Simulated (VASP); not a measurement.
# Al23ZnO36 (a cell with a defect) in VASP: single point with PBEsol

Aim: the single point of Al23ZnO36 (a cell with a defect) with PBEsol.

Program: VASP 6.6.1. These are calculated values, not measurements. Logs are shortened: lines on timing, memory, paths and dates and some standing lists are left out, and cuts for length are marked.

### 1 The cell of the first run

The cell holds a defect, 120 atoms: a = 9.548 Å, b = 9.548 Å, c = 13.014 Å, α = 90.00°, β = 90.00°, γ = 120.00°.

### 2 Single point, PBEsol

The input, INCAR:

```
SYSTEM = Al23ZnO36
PREC = Accurate ; ENCUT = 520
EDIFF = 1E-6 ; ISMEAR = -1
SIGMA = 0.05 ; LREAL = Auto
LASPH = .True. ; NELM = 120
ALGO = Normal ; ISIF = 2
LWAVE = .False. ; LCHARG = .False.
GGA = PS ; ISYM = -1
NBANDS = 363 ; GGA_COMPAT = .False.
```

The input, KPOINTS:

```
explicit points
1
Reciprocal
  0.25000000   0.25000000   0.25000000 1
```

The input, POSCAR:

```
Al23ZnO36
1.0
    9.5478620000      0.0000000000      0.0000000000
   -4.7739310000      8.2686910000      0.0000000000
    0.0000000000      0.0000000000     13.0135760000
Al O Zn
46 72 2
Direct
    0.3335560000      0.1650070000      0.1841460000
    0.3312470000      0.6666570000      0.1845220000
    0.8334110000      0.1668860000      0.1848910000
    0.8354420000      0.6691600000      0.1838750000
    0.1648840000      0.3323570000      0.0178980000
    0.1668760000      0.8335900000      0.0177000000
[... 112 lines left out ...]
    0.4995200000      0.5002260000      0.3562630000
    0.5006450000      0.5003100000      0.1435820000
```

Potentials or basis: VASP PAW PBE potentials, release 64 (Al, O, Zn).

The run is started by

```
$ cat potpaw_PBE.64/Al/POTCAR potpaw_PBE.64/O/POTCAR potpaw_PBE.64/Zn/POTCAR > POTCAR
$ mpirun -np 1 vasp_std > vasp.out
```

OUTCAR:

```text
SYSTEM = Al23ZnO36
   PREC = Accurate
   ENCUT = 520
   EDIFF = 1E-6
   ISMEAR = -1
   LREAL = Auto
   LASPH = .True.
   NELM = 120
   ISIF = 2
   GGA = PS
   ISYM = -1

 ion  position               nearest neighbor table
   1  0.334  0.165  0.184-  59 1.83  57 1.86  47 1.86  87 1.94  51 1.97  63 1.98  39 2.66  22 2.79
                            20 2.80 120 2.82  10 3.22  11 3.24   9 3.28
   2  0.331  0.667  0.185-  58 1.83  48 1.86  60 1.86  52 1.94  64 1.97  88 1.98  40 2.66  21 2.79
                            22 2.80 120 2.83  10 3.22   9 3.24  12 3.27
   3  0.833  0.167  0.185-  55 1.86  61 1.86  49 1.86  53 1.97  65 1.97  89 1.97  41 2.65  22 2.79
                            20 2.79  21 2.79  11 3.22  12 3.22   9 3.22
   4  0.835  0.669  0.184-  50 1.84  62 1.86  56 1.87  66 1.94  90 1.97  54 1.98  42 2.65  20 2.78
                            21 2.79 120 2.82  10 3.22  12 3.24  11 3.27
   5  0.165  0.332  0.018-  52 1.84  89 1.86  63 1.86  79 1.96 103 1.97 115 1.99  43 2.65  41 2.78
                            40 2.81  39 2.81  20 3.22  21 3.23
   6  0.167  0.834  0.018-  51 1.85  90 1.85  64 1.85  80 1.97 104 1.97 116 1.97  44 2.65  39 2.79
                            40 2.79  42 2.80  22 3.24  21 3.24  20 3.24
   7  0.668  0.333  0.018-  87 1.83  65 1.86  54 1.86 105 1.96 117 1.98  81 1.99  45 2.65  41 2.78
                            39 2.81  42 2.82  21 3.22  22 3.23
   8  0.668  0.836  0.018-  66 1.83  53 1.86  88 1.86 118 1.96  82 1.98 106 1.99  46 2.65  41 2.78
                            42 2.80  40 2.81  22 3.22  20 3.23
   9  0.165  0.334  0.316-  59 1.83  48 1.86  55 1.87  99 1.94  75 1.97  71 1.98  13 2.66  18 2.78
[... 145 lines left out ...]
 117  0.666  0.486  0.917-  30 1.86  42 1.86   7 1.98  45 1.98
 118  0.667  0.987  0.916-  29 1.86  41 1.86   8 1.96  46 1.97
 119  0.500  0.500  0.356-  77 1.95  74 1.95  99 1.96  58 2.08  59 2.09  50 2.10 120 2.77   9 2.82
                            12 2.82  11 2.83
 120  0.501  0.500  0.144-  52 1.95  87 1.95  66 1.96  50 2.08  58 2.09  59 2.10 119 2.77   4 2.82
                             1 2.82   2 2.83

IMPORTANT INFORMATION: All symmetrisations will be switched off!
NOSYMM: (Re-)initialisation of all symmetry stuff for point group C_1.

----------------------------------------------------------------------------------------

                                     Primitive cell

  volume of cell :    1027.4000

  direct lattice vectors                    reciprocal lattice vectors
     9.547862000  0.000000000  0.000000000     0.104735489  0.060469063  0.000000000
    -4.773931000  8.268691000  0.000000000     0.000000000  0.120938127  0.000000000
     0.000000000  0.000000000 13.013576000     0.000000000  0.000000000  0.076842829

  length of vectors
     9.547862000  9.547861962 13.013576000     0.120938126  0.120938127  0.076842829

  position of ions in fractional coordinates (direct lattice)
     0.333556000  0.165007000  0.184146000
     0.331247000  0.666657000  0.184522000
[... 260 lines left out ...]
   EFERMI =   0.00;   METHOD = LEGACY
   ISMEAR =    -1;   SIGMA  =   0.05  broadening in eV -4-tet -1-fermi 0-gaus
   EFERMI_NEDOS =   21; number of points for ismear=-14 and -15
   IALGO  =     38    algorithm
   IMIX   =      4    mixing-type and parameters
     AMIX     =   0.40;   BMIX     =  1.00
     AMIX_MAG =   1.60;   BMIX_MAG =  1.00
  volume/ion in A,a.u.               =       8.56        57.78
  Fermi-wavevector in a.u.,A,eV,Ry     =   1.363820  2.577247 25.306913  1.860006
  Thomas-Fermi vector in A             =   2.490190
   LORBIT       =      0    0 simple, 1 ext, 2 COOP (PROOUT), +10 PAW based schemes
   GGA     = PS    functional components
   LHFCALC =     F    Hartree Fock is set to
   AEXX    =    0.0000 exact exchange contribution
   IVDW    =     0    specifies the selected vdW correction
   LEPSILON=     F    determine dielectric tensor
   LRPA    =     F    only Hartree local field effects (RPA)
 non-spin polarized calculation
  energy-cutoff  :      520.00
  volume of cell :     1027.40
 maximum number of plane-waves:     27659
 NGX is ok and might be reduce to    70
   NGX = 35   NGY = 35   NGZ = 49

 number of electron     593.9999849 magnetization

 Free energy of the ion-electron system (eV)
  ---------------------------------------------------
  ext. energy  EPLUGINS =         0.00000000
  ---------------------------------------------------
  free energy    TOTEN  =      -926.67012607 eV

  energy without entropy =     -926.47574096  energy(sigma->0) =     -926.57293352

 E-fermi :   6.1876     XC(G=0): -11.9454

 val. band max:        6.1758431970   @ k =   0.2500   0.2500   0.2500
 cond. band min:      12.8101378317   @ k =   0.2500   0.2500   0.2500
 fundamental gap:      6.6342946347
 Fermi energy:         6.1875657979

 k-point     1 :       0.2500    0.2500    0.2500
  band No.  band energies     occupation
      1     -13.1478      2.00000
      2     -12.9174      2.00000
      3     -12.8945      2.00000
      4     -12.8412      2.00000
      5     -12.6803      2.00000
      6     -12.6107      2.00000
[... 301 lines left out ...]
    308      15.0041      0.00000
    309      15.0115      0.00000
 [bands above 309 left out]

------------------------ aborting loop because EDIFF is reached ----------------------------------------

  FORCE on cell =-STRESS in cart. coord.  units (eV):
  Direction    XX          YY          ZZ          XY          YZ          ZX
  --------------------------------------------------------------------------------------
  -------------------------------------------------------------------------------------
  Total       14.7301976     14.7583908     12.5091395      0.1049242      0.0282082     -0.3853358
  in kB       22.9709844     23.0149503     19.5073587      0.1636238      0.0439892     -0.6009114
  external PRESSURE =      21.8310978 kB  Pullay stress =       0.0000000 kB

 VOLUME and BASIS-vectors are now :
 -----------------------------------------------------------------------------
  energy-cutoff  :      520.00
  volume of cell :     1027.40
      direct lattice vectors                 reciprocal lattice vectors
     9.547862000  0.000000000  0.000000000     0.104735489  0.060469063  0.000000000
    -4.773931000  8.268691000  0.000000000     0.000000000  0.120938127  0.000000000
     0.000000000  0.000000000 13.013576000     0.000000000  0.000000000  0.076842829

 POSITION                                       TOTAL-FORCE (eV/Angst)
 -----------------------------------------------------------------------------------
      2.39701      1.36439      2.39640         0.024331     -0.015187     -0.013380
     -0.01987      5.51238      2.40129         0.001368     -0.013335     -0.015956
      7.16059      1.37993      2.40609        -0.002724      0.003161      0.010027
      4.78216      5.53308      2.39287         0.006331      0.011573      0.018355
     -0.01236      2.74816      0.23292         0.009536     -0.012066     -0.007299
     -2.38619      6.89270      0.23034         0.004820     -0.005228      0.002294
[... 112 lines left out ...]
      2.38130      4.13621      4.63626         0.014635      0.000155     -0.018947
      2.39164      4.13691      1.86852        -0.031407     -0.015644      0.020013
 -----------------------------------------------------------------------------------
    total drift:                               -0.004042     -0.013322     -0.018171

  FREE ENERGIE OF THE ION-ELECTRON SYSTEM (eV)
  ---------------------------------------------------
  free  energy   TOTEN  =      -926.6701260703 eV

  energy  without entropy=     -926.4757409618  energy(sigma->0) =     -926.57293352
```

OSZICAR:

```text
N       E                     dE             d eps       ncg     rms          rms(c)
[... 14 lines left out ...]
DAV:  15    -0.926670323148E+03    0.43686E-02   -0.10735E-02  1084   0.494E-01    0.341E-01
DAV:  16    -0.926670243371E+03    0.79776E-04   -0.67990E-03  1060   0.334E-01    0.172E-01
DAV:  17    -0.926670166317E+03    0.77055E-04   -0.17516E-03   948   0.154E-01    0.935E-02
DAV:  18    -0.926670169570E+03   -0.32531E-05   -0.69501E-04   876   0.565E-02    0.621E-02
DAV:  19    -0.926670149350E+03    0.20220E-04   -0.75685E-05  1004   0.366E-02    0.508E-02
DAV:  20    -0.926670126289E+03    0.23061E-04   -0.58479E-05  1036   0.233E-02    0.151E-02
DAV:  21    -0.926670126329E+03   -0.40563E-07   -0.24982E-05  1060   0.199E-02    0.609E-03
DAV:  22    -0.926670126070E+03    0.25901E-06   -0.33200E-06   612   0.641E-03
   1 F= -.92667013E+03 E0= -.92657293E+03  d E =-.194385E+00
```

stdout:

```text
POSCAR found type information on POSCAR AlO Zn
 POSCAR found :  3 types and     120 ions
 scaLAPACK will be used
 -----------------------------------------------------------------------------
|                                                                             |
|                                                                             |
|     You enforced a specific xc type in the INCAR file but a different       |
|     I HOPE YOU KNOW WHAT YOU ARE DOING!                                     |
|                                                                             |
 -----------------------------------------------------------------------------

 LDA part: xc-table for (Slater+PW92), standard interpolation
 POSCAR, INCAR and KPOINTS ok, starting setup
 FFT: planning ... GRIDC
 FFT: planning ... GRID_SOFT
 FFT: planning ... GRID
 WAVECAR not read
 entering main loop
```

Wall time 20 min (1 thread of AMD EPYC 7R13 (Zen 3), shared host); peak memory 1.1 GiB.

What came out:

| Property | Result |
| --- | --- |
| Free energy | -926.6701 eV |
| Pressure | 2.2 GPa |
| Largest force | 0.089 eV/Å |

Forces in eV/Å, atoms in the order of the input:
```
Al   0.024 -0.015 -0.013
Al   0.001 -0.013 -0.016
Al  -0.003  0.003  0.010
Al   0.006  0.012  0.018
Al   0.010 -0.012 -0.007
Al   0.005 -0.005  0.002
Al   0.010  0.015 -0.007
Al  -0.031  0.012 -0.003
Al  -0.024  0.002  0.001
Al  -0.003 -0.005 -0.021
Al   0.000 -0.007  0.029
Al   0.008 -0.015  0.010
Al  -0.011 -0.009  0.008
Al  -0.003  0.001  0.000
Al  -0.015 -0.015 -0.025
Al   0.012  0.010 -0.003
Al  -0.017 -0.005 -0.002
Al  -0.013 -0.010  0.004
Al   0.004  0.026 -0.010
Al   0.014  0.001 -0.002
Al   0.020 -0.005  0.003
Al  -0.011 -0.012 -0.007
Al  -0.008 -0.003  0.002
Al  -0.020 -0.005 -0.004
Al   0.007  0.009 -0.010
Al   0.019 -0.002  0.002
Al   0.007 -0.007  0.010
Al  -0.001  0.002 -0.006
Al  -0.001 -0.018 -0.020
Al  -0.002  0.007 -0.012
Al   0.007 -0.006  0.004
Al  -0.008  0.002 -0.002
Al  -0.007 -0.010  0.012
Al   0.003  0.004 -0.001
Al   0.008  0.011 -0.003
Al   0.009  0.016  0.003
Al  -0.012  0.008 -0.012
Al   0.005 -0.017  0.001
Al   0.016  0.008 -0.005
Al   0.001 -0.015  0.011
Al   0.002 -0.002 -0.013
Al   0.014 -0.006 -0.014
Al   0.002  0.014  0.004
Al  -0.006 -0.010  0.003
Al  -0.001  0.004  0.010
Al   0.016 -0.008  0.011
O   -0.016  0.003  0.006
O   -0.003  0.000  0.003
O    0.003 -0.002 -0.002
O    0.056  0.011  0.017
O   -0.013  0.012  0.003
O   -0.046 -0.002 -0.023
O    0.011 -0.009  0.001
O   -0.012  0.000  0.003
O    0.004 -0.008  0.002
O   -0.002  0.007  0.000
O    0.004 -0.001 -0.002
O   -0.033  0.082 -0.004
O   -0.029 -0.040 -0.018
O   -0.001  0.010  0.012
O    0.000  0.006 -0.013
O    0.003  0.009 -0.002
O   -0.004 -0.005  0.007
O   -0.016  0.004  0.002
O    0.001  0.002  0.006
O    0.017  0.022 -0.005
O   -0.001  0.008  0.000
O    0.013 -0.001 -0.002
O    0.002 -0.001 -0.002
O    0.004  0.007 -0.002
O    0.004  0.011 -0.009
O    0.011  0.001  0.005
O    0.006 -0.011  0.002
O    0.015  0.048  0.011
O    0.025  0.004  0.005
O    0.002  0.003  0.003
O    0.020 -0.047  0.027
O   -0.006 -0.007  0.007
O   -0.003  0.012  0.001
O    0.006  0.010  0.000
O    0.000  0.008 -0.002
O    0.008  0.009  0.000
O   -0.002  0.008 -0.003
O   -0.002  0.008 -0.007
O   -0.005  0.001 -0.002
O   -0.006  0.009  0.006
O    0.024 -0.028 -0.013
O   -0.004  0.005 -0.007
O   -0.005  0.002  0.005
O   -0.020 -0.005 -0.001
O   -0.009 -0.002  0.010
O   -0.004 -0.001  0.002
O    0.006  0.001 -0.002
O    0.002  0.002  0.003
O   -0.013  0.001  0.001
O    0.002 -0.004  0.002
O    0.014  0.003 -0.001
O    0.001 -0.013  0.003
O   -0.020  0.000  0.007
O   -0.003 -0.008  0.007
O    0.006 -0.002  0.003
O    0.005  0.001  0.004
O   -0.008 -0.010  0.003
O   -0.011  0.010  0.004
O   -0.009  0.004  0.004
O   -0.011 -0.003 -0.006
O    0.006  0.005  0.003
O    0.005 -0.002  0.002
O    0.005  0.006 -0.008
O    0.005 -0.003 -0.003
O   -0.005  0.001  0.000
O    0.003 -0.004 -0.003
O   -0.001 -0.011  0.001
O   -0.008 -0.009 -0.002
O    0.004 -0.008 -0.008
O   -0.002 -0.012  0.008
O    0.005 -0.010  0.004
O    0.006 -0.001  0.008
Zn   0.015  0.000 -0.019
Zn  -0.031 -0.016  0.020
```

Levels at points of the mesh, in eV from the Fermi level:
| k point | band 296 | band 297 | band 298 | band 299 | band 300 | band 301 |
| --- | --- | --- | --- | --- | --- | --- |
| (0.25, 0.25, 0.25) | -0.11 | -0.02 | -0.01 | 6.62 | 7.25 | 7.42 |

Caveat: the PAW data sets were made with another functional, which shifts forces and pressure a little.
